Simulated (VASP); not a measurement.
Wanted: the native input for a VASP 6.6.1 run.

| Item | Value |
| --- | --- |
| Task | relaxation of cell and atoms |
| Functional | PBEsol |
| Potentials or basis | VASP PAW PBE potentials, release 64 (B, N) |
| Cutoff | 600 eV |
| k mesh | 12 × 12 × 6 |
| Occupations | gaussian, width 0.02 eV |
| Spin | no spin polarisation |
| Dipole correction | no |
| Further INCAR settings | ALGO = Normal; EDIFF = 1e-06; IBRION = 2; EDIFFG = -0.005; NSW = 100; ISIF = 3 |

The structure of BN lies in POSCAR:

```
BN
1.0
    2.5639710000      0.0000000000      0.0000000000
   -1.2819850000      2.2204640000      0.0000000000
    0.0000000000      0.0000000000      4.1869460000
B N
2 2
Direct
    0.0000000000      0.0000000000      0.0000000000
    0.3333333300      0.6666666700      0.5000000000
    0.0000000000      0.0000000000      0.3750000000
    0.3333333300      0.6666666700      0.8750000000
```

These files were run (other wordings do the same):

INCAR

```
SYSTEM = BN
PREC     = Accurate       ! precision mode
ENCUT    = 600            ! plane-wave cutoff, eV
EDIFF    = 1E-6           ! SCF threshold, eV
ISMEAR   = 0              ! smearing method
SIGMA    = 0.02           ! smearing width, eV
LREAL    = .FALSE.        ! projectors in reciprocal space
LASPH    = .TRUE.         ! aspherical terms in the spheres
NELM     = 100            ! most SCF steps
ALGO     = Normal         ! electronic algorithm
ISIF     = 3              ! what is computed and relaxed
LWAVE    = .FALSE.        ! write WAVECAR
LCHARG   = .FALSE.        ! write CHGCAR
GGA      = PS             ! functional
IBRION   = 2              ! ionic algorithm
NSW      = 100            ! ionic steps
EDIFFG   = -0.005         ! ionic threshold
```

KPOINTS

```
regular mesh
0
G
  12 12 6
  0 0 0
```

Potentials or basis: VASP PAW PBE potentials, release 64 (B, N).

Run with:

```console
$ cat potpaw_PBE.64/B/POTCAR potpaw_PBE.64/N/POTCAR > POTCAR
$ mpirun -np 1 vasp_std > vasp.out
```

Results of the run:

- Relaxed volume: 5.88 Å³/atom
- Relaxed cell: a = 2.542 Å, b = 2.542 Å, c = 4.204 Å, α = 90.00°, β = 90.00°, γ = 120.00°
- Space group after relaxing (to 0.05 Å): P6_3mc (No. 186)
- Energy gained by relaxing: 3.2 meV/atom
- Ionic steps: 8
- Pressure after relaxing: -0.1 GPa
- Band gap on the k mesh: 4.95 eV, indirect (least direct gap 8.22 eV)

Caveat: the PAW data sets were made with another functional, which shifts forces and pressure a little.

Wall time 60 s on 1 thread of AMD EPYC 7R13 Processor (Zen 3), with other jobs on the host, peak memory 0.12 GiB.
